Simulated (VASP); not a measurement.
Crystal: KF.

```xyz
4
Lattice="2.1604 -5.0809 0.0000 2.1604 5.0809 0.0000 0.0000 0.0000 3.6806" Properties=species:S:1:pos:R:3 pbc="T T T"
K     2.1604   -1.4226    0.9202
K     2.1604    1.4226    2.7605
F     2.1604   -4.3695    0.9202
F     2.1604    4.3695    2.7605
```

| Quantity | Value |
| --- | --- |
| Program | VASP 6.6.1 |
| Task | relaxation of cell and atoms |
| Functional | PBE |
| Potentials or basis | VASP PAW PBE potentials, release 64 (K_sv, F) |
| Cutoff | 600 eV |
| k mesh | 4 × 4 × 6 |
| Occupations | gaussian, width 0.1 eV |
| Spin | no spin polarisation |

At the start: pressure -0.7 GPa; volume 20.20 Å³/atom.

Question: How do energy, volume and symmetry change on relaxing?

Answer: Over 14 steps the energy falls by 546.6 meV/atom and the volume is 19.33 Å³/atom (-4.3 %); space group Cmcm (No. 63, to 0.1 Å) before and after.

The path:
```tsv
step	energy change (eV)	largest force (eV/Å)	pressure (GPa)	volume (Å³)
1	0.0000	2.6891	-0.65	80.80
2	-1.1681	1.5951	-1.50	79.47
3	-2.0104	0.5243	-0.68	75.44
4	-2.0248	0.5184	-0.46	74.69
5	-2.0244	0.5169	-0.40	74.50
6	-2.0943	0.3760	0.08	73.73
7	-2.1547	0.0324	1.30	71.77
8	-2.1561	0.0585	1.14	72.02
9	-2.1694	0.0589	0.02	74.52
10	-2.1696	0.0743	-0.14	74.91
11	-2.1735	0.0711	-0.07	74.97
12	-2.1783	0.0643	0.22	75.10
13	-2.1815	0.0507	0.12	75.66
14	-2.1863	0.0263	-0.11	77.32
```

Final structure:
```xyz
4
Lattice="1.7676 -5.4158 0.0000 1.7676 5.4158 0.0000 0.0000 0.0000 4.0385" Properties=species:S:1:pos:R:3 pbc="T T T"
K     1.7676   -1.3577    1.0096
K     1.7676    1.3577    3.0289
F     1.7676   -4.0454    1.0096
F     1.7676    4.0454    3.0289
```
